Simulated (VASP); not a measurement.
Li3ClO:

```
Li Cl O
1.0
     3.90834    0.00000    0.00000
     0.00000    3.90834    0.00000
     0.00000    0.00000    3.90834
Li Cl O
3 1 1
Direct
  0.00000 0.50000 0.50000
  0.50000 0.00000 0.50000
  0.50000 0.50000 0.00000
  0.00000 0.00000 0.00000
  0.50000 0.50000 0.50000
```

| Quantity | Value |
| --- | --- |
| Program | VASP 6.6.1 |
| Task | relaxation of cell and atoms |
| Functional | LDA |
| Potentials or basis | VASP PAW LDA potentials, release 64 (Li_sv, Cl, O) |
| Cutoff | 750 eV |
| k mesh | 5 × 5 × 5 |
| Occupations | fermi-dirac, width 0.02 eV |
| Spin | no spin polarisation |

At the start: pressure -5.6 GPa; volume 11.94 Å³/atom.

Question: Where does the relaxation end?

Answer: Over 4 steps the energy falls by 23.8 meV/atom and the volume is 10.70 Å³/atom (-10.4 %); space group Pm-3m (No. 221, to 0.05 Å).

The path:
| step | energy change (eV) | largest force (eV/Å) | pressure (GPa) | volume (Å³) |
| --- | --- | --- | --- | --- |
| 1 | 0.0000 | 0.0000 | -5.64 | 59.70 |
| 2 | -0.0953 | 0.0000 | -2.79 | 56.14 |
| 3 | -0.1188 | 0.0000 | -0.27 | 53.76 |
| 4 | -0.1190 | 0.0000 | 0.02 | 53.52 |

Final structure:
```
Li Cl O
1.0
     3.76842    0.00000    0.00000
     0.00000    3.76842    0.00000
     0.00000    0.00000    3.76842
Li Cl O
3 1 1
Cartesian
  0.0000 1.8842 1.8842
  1.8842 0.0000 1.8842
  1.8842 1.8842 0.0000
  0.0000 0.0000 0.0000
  1.8842 1.8842 1.8842
```
